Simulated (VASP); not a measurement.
# MgO (Fm-3m) in VASP: single point with r2SCAN

Aim: the single point of MgO with r2SCAN.

Program: VASP 6.6.1. These are calculated values, not measurements. Logs are shortened: lines on timing, memory, paths and dates and some standing lists are left out, and cuts for length are marked.

### Step 1. The cell of the first run

Symmetry: Fm-3m, No. 225, cubic system. Conventional cell: a = 4.204 Å, b = 4.204 Å, c = 4.204 Å, α = 90.00°, β = 90.00°, γ = 90.00°. Mg (site symmetry m-3m) has 6 O at 2.10 Å within 2.8 Å. Within 2.8 Å of O (site symmetry m-3m) lie 6 Mg at 2.10 Å.

### Step 2. Single point, r2SCAN

Contents of POSCAR:

```
MgO
1.0
    2.1021675162      2.1021675162      0.0000000000
   -2.1021675162      2.1021675162      0.0000000000
    0.0000000000      2.1021675162      2.1021675162
Mg O
1 1
Direct
    0.0000000000      0.0000000000      0.0000000000
    0.5000000000      0.5000000000      0.0000000000
```

Contents of INCAR.step1:

```
SYSTEM = MgO
  PREC = Accurate
  ENCUT = 660
  ISMEAR = 0
  SIGMA = 0.01
  LREAL = .False.
  LASPH = .True.
  NELM = 120
  NBANDS = 11
  GGA = PE
  ALGO = Normal
  EDIFF = 1E-5
  LWAVE = .True.
  LCHARG = .False.
  GGA_COMPAT = .False.
```

Contents of INCAR.step2:

```
SYSTEM = MgO
  PREC = Accurate
  ENCUT = 660
  EDIFF = 1E-6
  ISMEAR = 0
  SIGMA = 0.01
  LREAL = .False.
  LASPH = .True.
  NELM = 120
  ALGO = Normal
  ISIF = 2
  LWAVE = .False.
  LCHARG = .False.
  METAGGA = R2SCAN
  LMIXTAU = .True.
  NBANDS = 11
  ISTART = 1
  GGA_COMPAT = .False.
```

Contents of KPOINTS:

```
regular mesh
0
Gamma
  10 10 10
  0 0 0
```

Potentials or basis: VASP PAW PBE potentials, release 64 (Mg, O).

On the command line:

```sh
cat potpaw_PBE.64/Mg/POTCAR potpaw_PBE.64/O/POTCAR > POTCAR
cp INCAR.step1 INCAR
mpirun -np 1 vasp_std > vasp.out
cp INCAR.step2 INCAR
mpirun -np 1 vasp_std > vasp.out
```

OUTCAR:

```text
SYSTEM = MgO
   PREC = Accurate
   ENCUT = 660
   EDIFF = 1E-6
   ISMEAR = 0
   LREAL = .False.
   LASPH = .True.
   NELM = 120
   ISIF = 2
   METAGGA = R2SCAN
   ISTART = 1

 ion  position               nearest neighbor table
   1  0.000  0.000  0.000-   2 2.10   2 2.10   2 2.10   2 2.10   2 2.10   2 2.10
   2  0.500  0.500  0.000-   1 2.10   1 2.10   1 2.10   1 2.10   1 2.10   1 2.10

  LATTYP: Found a face centered cubic cell.
 ALAT       =     4.2043350324

  Lattice vectors:

 A1 = (   0.0000000000,   2.1021675162,   2.1021675162)
 A2 = (   2.1021675162,   0.0000000000,   2.1021675162)
 A3 = (   2.1021675162,   2.1021675162,   0.0000000000)

Analysis of symmetry for initial positions (statically):
=====================================================================
 Subroutine PRICEL returns:
 Original cell was already a primitive cell.

 Routine SETGRP: Setting up the symmetry group for a
 face centered cubic supercell.

 Subroutine GETGRP returns: Found 48 space group operations
 (whereof 48 operations were pure point group operations)
 out of a pool of 48 trial point group operations.

The static configuration has the point symmetry O_h .

Analysis of symmetry for dynamics (positions and initial velocities):
=====================================================================
 Subroutine PRICEL returns:
 Original cell was already a primitive cell.

 Routine SETGRP: Setting up the symmetry group for a
 face centered cubic supercell.

 Subroutine GETGRP returns: Found 48 space group operations
 (whereof 48 operations were pure point group operations)
 out of a pool of 48 trial point group operations.

The dynamic configuration has the point symmetry O_h .

 Subroutine INISYM returns: Found 48 space group operations
 (whereof 48 operations are pure point group operations),
 and found     1 'primitive' translations

----------------------------------------------------------------------------------------

                                     Primitive cell

  volume of cell :      18.5794

  direct lattice vectors                    reciprocal lattice vectors
     2.102167516  2.102167516  0.000000000     0.237849741  0.237849741 -0.237849741
    -2.102167516  2.102167516  0.000000000    -0.237849741  0.237849741 -0.237849741
     0.000000000  2.102167516  2.102167516     0.000000000  0.000000000  0.475699483

  length of vectors
     2.972913812  2.972913812  2.972913812     0.411967837  0.411967837  0.475699483

  position of ions in fractional coordinates (direct lattice)
     0.000000000  0.000000000  0.000000000
     0.500000000  0.500000000  0.000000000

  ion indices of the primitive-cell ions
   primitive index   ion index
                 1           1
                 2           2

----------------------------------------------------------------------------------------

 KPOINTS: regular mesh

Automatic generation of k-mesh.
 Grid dimensions read from file:
 generate k-points for:   10   10   10

 Generating k-lattice:

  Cartesian coordinates                     Fractional coordinates (reciprocal lattice)
     0.023784974  0.023784974 -0.023784974     0.100000000  0.000000000  0.000000000
    -0.023784974  0.023784974 -0.023784974     0.000000000  0.100000000  0.000000000
     0.000000000  0.000000000  0.047569948     0.000000000  0.000000000  0.100000000

  Length of vectors
     0.041196784  0.041196784  0.047569948

  Shift w.r.t. Gamma in fractional coordinates (k-lattice)
     0.000000000  0.000000000  0.000000000

 Subroutine IBZKPT returns following result:
 ===========================================

 Found     47 irreducible k-points:

 Following reciprocal coordinates:
            Coordinates               Weight
  0.000000  0.000000  0.000000      1.000000
  0.100000  0.000000  0.000000      8.000000
  0.200000  0.000000  0.000000      8.000000
  0.300000  0.000000  0.000000      8.000000
  0.400000  0.000000  0.000000      8.000000
  0.500000  0.000000  0.000000      4.000000
[... 16 lines left out ...]
  0.300000  0.300000  0.000000     12.000000
  0.400000  0.300000  0.000000     24.000000
 [... further k-points ...]
   k-points           NKPTS =     47   k-points in BZ     NKDIM =     47   number of bands    NBANDS=     11
   number of dos      NEDOS =    301   number of ions     NIONS =      2
   total plane-waves  NPLWV =  21952
   dimension x,y,z NGX =    28 NGY =   28 NGZ =   28
   dimension x,y,z NGXF=    56 NGYF=   56 NGZF=   56
   ions per type =               1   1
   NGX,Y,Z   is equivalent  to a cutoff of  15.66, 15.66, 15.66 a.u.
   NGXF,Y,Z  is equivalent  to a cutoff of  31.32, 31.32, 31.32 a.u.
 SYSTEM =  MgO
   PREC   = accura    normal or accurate (medium, high low for compatibility)
   ISTART =      1    job   : 0-new  1-cont  2-samecut
   ICHARG =      0    charge: 1-file 2-atom 10-const
   ISPIN  =      1    spin polarized calculation?
   LNONCOLLINEAR =      F non collinear calculations
   LSORBIT =      F    spin-orbit coupling
   LASPH  =      T    aspherical Exc in radial PAW
   ENCUT  =  660.0 eV  48.51 Ry    6.96 a.u.   6.23  6.23  6.23*2*pi/ulx,y,z
   NELM   =    120;   NELMIN=  2; NELMDL=  0     # of ELM steps
   EDIFF  = 0.1E-05   stopping-criterion for ELM
   LREAL  =      F    real-space projection
   EDIFFG = 0.1E-04   stopping-criterion for IOM
   NSW    =      0    number of steps for IOM
   IBRION =     -1    ionic relax: 0-MD 1-quasi-New 2-CG
   NFREE  =      0    steps in history (QN), initial steepest desc. (CG)
   ISIF   =      2    stress and relaxation
   ISYM   =      2    0-nonsym 1-usesym 2-fastsym
   POTIM  = 0.5000    time-step for ionic-motion
   TEBEG  =    0.0;   TEEND  =   0.0 temperature during run
   PSTRESS=    0.0 pullay stress
   NELECT =       8.0000    total number of electrons
   NUPDOWN=      -1.0000    fix difference up-down
   EMIN   =  10.00;   EMAX   =-10.00  energy-range for DOS
   EFERMI =   0.00;   METHOD = LEGACY
   ISMEAR =     0;   SIGMA  =   0.01  broadening in eV -4-tet -1-fermi 0-gaus
   EFERMI_NEDOS =   21; number of points for ismear=-14 and -15
   IALGO  =     38    algorithm
   IMIX   =      4    mixing-type and parameters
     AMIX     =   0.40;   BMIX     =  1.00
     AMIX_MAG =   1.60;   BMIX_MAG =  1.00
  volume/ion in A,a.u.               =       9.29        62.69
  Fermi-wavevector in a.u.,A,eV,Ry     =   1.236215  2.336109 20.792814  1.528229
  Thomas-Fermi vector in A             =   2.370833
   LORBIT       =      0    0 simple, 1 ext, 2 COOP (PROOUT), +10 PAW based schemes
   METAGGA = R2SCAN    functional components
   LHFCALC =     F    Hartree Fock is set to
   AEXX    =    0.0000 exact exchange contribution
   IVDW    =     0    specifies the selected vdW correction
   LEPSILON=     F    determine dielectric tensor
   LRPA    =     F    only Hartree local field effects (RPA)
 non-spin polarized calculation
 Gauss-broadening in eV      SIGMA  =   0.01
  energy-cutoff  :      660.00
  volume of cell :       18.58
 maximum number of plane-waves:       728
 NGX is ok and might be reduce to    28
   NGX = 13   NGY = 13   NGZ = 13

 number of electron       7.9999999 magnetization

 Free energy of the ion-electron system (eV)
  ---------------------------------------------------
  ext. energy  EPLUGINS =         0.00000000
  ---------------------------------------------------
  free energy    TOTEN  =       -16.16748314 eV

  energy without entropy =      -16.16748314  energy(sigma->0) =      -16.16748314

 E-fermi :   2.9681     XC(G=0): -11.6205

 val. band max:        2.8131213099   @ k =   0.0000   0.0000   0.0000
 cond. band min:       8.4780188332   @ k =   0.0000   0.0000   0.0000
 fundamental gap:      5.6648975233
 Fermi energy:         2.9680807615

 k-point     1 :       0.0000    0.0000    0.0000
  band No.  band energies     occupation
      1     -15.4129      2.00000
      2       2.8131      2.00000
      3       2.8131      2.00000
      4       2.8131      2.00000
      5       8.4780      0.00000
      6      19.6851      0.00000
      7      19.6851      0.00000
      8      19.6851      0.00000
      9      23.8484      0.00000
     10      25.6199      0.00000
     11      25.6199      0.00000

 k-point     2 :       0.1000    0.0000    0.0000
  band No.  band energies     occupation
      1     -15.3081      2.00000
      2       2.1839      2.00000
      3       2.7432      2.00000
      4       2.7432      2.00000
      5       9.0925      0.00000
      6      18.4418      0.00000
      7      19.9397      0.00000
      8      19.9397      0.00000
      9      24.9085      0.00000
     10      24.9085      0.00000
     11      25.5500      0.00000

 k-point     3 :       0.2000    0.0000    0.0000
  band No.  band energies     occupation
      1     -15.0209      2.00000
      2       0.8632      2.00000
      3       2.5657      2.00000
      4       2.5657      2.00000
      5      10.3053      0.00000
      6      16.9330      0.00000
      7      20.4626      0.00000
      8      20.4626      0.00000
      9      24.2131      0.00000
     10      24.2131      0.00000
     11      26.6356      0.00000

 k-point     4 :       0.3000    0.0000    0.0000
  band No.  band energies     occupation
      1     -14.6352      2.00000
      2      -0.4780      2.00000
      3       2.3567      2.00000
      4       2.3567      2.00000
      5      11.2621      0.00000
      6      16.2962      0.00000
      7      20.6158      0.00000
      8      20.6158      0.00000
      9      24.6906      0.00000
     10      24.6906      0.00000
     11      26.0478      0.00000
[... 239 lines left out ...]
 k-point    22 :      -0.2000    0.2000    0.0000
  band No.  band energies     occupation
      1     -14.9052      2.00000
      2       0.8109      2.00000
      3       2.2766      2.00000
      4       2.2766      2.00000
      5      10.9862      0.00000
      6      15.8659      0.00000
      7      20.8479      0.00000
      8      20.9958      0.00000
      9      20.9958      0.00000
     10      26.8795      0.00000
     11      30.4466      0.00000

 k-point    23 :       0.3000    0.3000    0.0000
  band No.  band energies     occupation
      1     -14.0098      2.00000
      2      -0.6682      2.00000
      3       0.1305      2.00000
      4       1.9186      2.00000
      5      14.0224      0.00000
      6      15.9099      0.00000
      7      17.1299      0.00000
      8      21.7188      0.00000
      9      23.8351      0.00000
     10      25.9048      0.00000
     11      31.2916      0.00000

 k-point    24 :       0.4000    0.3000    0.0000
  band No.  band energies     occupation
      1     -13.9232      2.00000
      2      -0.7628      2.00000
      3       0.1323      2.00000
      4       1.7397      2.00000
      5      13.9641      0.00000
      6      16.0878      0.00000
      7      16.6420      0.00000
      8      21.9648      0.00000
      9      22.7737      0.00000
     10      28.1934      0.00000
     11      31.7923      0.00000

 [... further k-points ...]
[... 5 lines left out ...]
  --------------------------------------------------------------------------------------
  -------------------------------------------------------------------------------------
  Total       -0.1668284     -0.1668284     -0.1668284      0.0000000      0.0000000     -0.0000000
  in kB      -14.3862794    -14.3862794    -14.3862794      0.0000000      0.0000000     -0.0000000
  external PRESSURE =     -14.3862794 kB  Pullay stress =       0.0000000 kB

 VOLUME and BASIS-vectors are now :
 -----------------------------------------------------------------------------
  energy-cutoff  :      660.00
  volume of cell :       18.58
      direct lattice vectors                 reciprocal lattice vectors
     2.102167516  2.102167516  0.000000000     0.237849741  0.237849741 -0.237849741
    -2.102167516  2.102167516  0.000000000    -0.237849741  0.237849741 -0.237849741
     0.000000000  2.102167516  2.102167516     0.000000000  0.000000000  0.475699483

 POSITION                                       TOTAL-FORCE (eV/Angst)
 -----------------------------------------------------------------------------------
      0.00000      0.00000      0.00000         0.000000     -0.000000      0.000000
      0.00000      2.10217      0.00000        -0.000000      0.000000      0.000000
 -----------------------------------------------------------------------------------
    total drift:                               -0.000000      0.000000     -0.000000

  FREE ENERGIE OF THE ION-ELECTRON SYSTEM (eV)
  ---------------------------------------------------
  free  energy   TOTEN  =       -16.1674831389 eV

  energy  without entropy=      -16.1674831389  energy(sigma->0) =      -16.16748314
```

It took 2 min on 1 thread of Intel Xeon 8259CL, shared host; peak memory 0.18 GiB.

Results:

```
Free energy            : -16.1675 eV
Pressure               : -1.4 GPa
Band gap on the k mesh : 5.66 eV
```

Caveat: the PAW data sets were made with another functional, which shifts forces and pressure a little.
